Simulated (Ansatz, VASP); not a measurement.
**Ti: VASP beside Ansatz**

Contents of INCAR:

```
SYSTEM = Ti
ALGO = Normal ; EDIFF = 1E-8
ENCUT = 400 ; GGA = PS
GGA_COMPAT = .FALSE. ; ISIF = 2
ISMEAR = -1 ; LASPH = .TRUE.
LCHARG = .FALSE. ; LEFG = .TRUE.
LREAL = .FALSE. ; LWAVE = .FALSE.
NBANDS = 19 ; NELM = 120
PREC = Accurate ; SIGMA = 0.08
```

File KPOINTS:

```
k-points
0
G
  13 13 7
  0 0 0
```

POSCAR

```
Ti
1.0
    2.9499978604      0.0000000000      0.0000000000
   -1.4749989302      2.5547730882      0.0000000000
    0.0000000000      0.0000000000      4.8265800000
Ti
2
Direct
    0.3333333333      0.6666666667      0.2500000000
    0.6666666667      0.3333333333      0.7500000000
```

Input for Ansatz:

```yaml
crystal:
  lattice:
    - [2.9499978604, 0.0, 0.0]
    - [-1.4749989302, 2.5547730882, 0.0]
    - [0.0, 0.0, 4.82658]
  atoms:
    - { symbol: Ti, position: [0.3333333333, 0.6666666667, 0.25] }
    - { symbol: Ti, position: [0.6666666667, 0.3333333333, 0.75] }
kpoints:
  mp_grid: { grid: [13, 13, 7] }
scf:
  occupations: { method: fermi_dirac, width: 0.08 }
hamiltonian:
  xc: pbesol
  pseudopotentials: { kind: all_electron, datasets: crystal }
output:
  forces: true
  stress: true
  eigenvalues: true
  efg: { contact_densities: true }
```

Change from the starting cell: zz strain of +3 %, crystal datasets.

Alike in both runs: task electric field gradients; functional PBEsol; k mesh 13 × 13 × 7; occupations fermi-dirac, width 0.08 eV; no spin polarisation.

```csv
,VASP,Ansatz
version,VASP 6.6.1,Ansatz 0.2.0
potentials or method,"VASP PAW PBE potentials, release 64 (Ti_sv), cutoff 400 eV","all-electron PAW with datasets made for the crystal, scalar-relativistic"
```

```tsv
	VASP	Ansatz	Ansatz less VASP
pressure (GPa)	-9.4	-8.5	+0.82
traceless stress, the component that is largest in VASP (GPa)	-2.22	-2.23	-0.015
size of Vzz on the site where it differs most (V/Å²)	10.1	11.5	+1.31
```

VASP's potentials were made for PBE, not for PBEsol. Ansatz ran all-electron here, and VASP with PAW potentials.
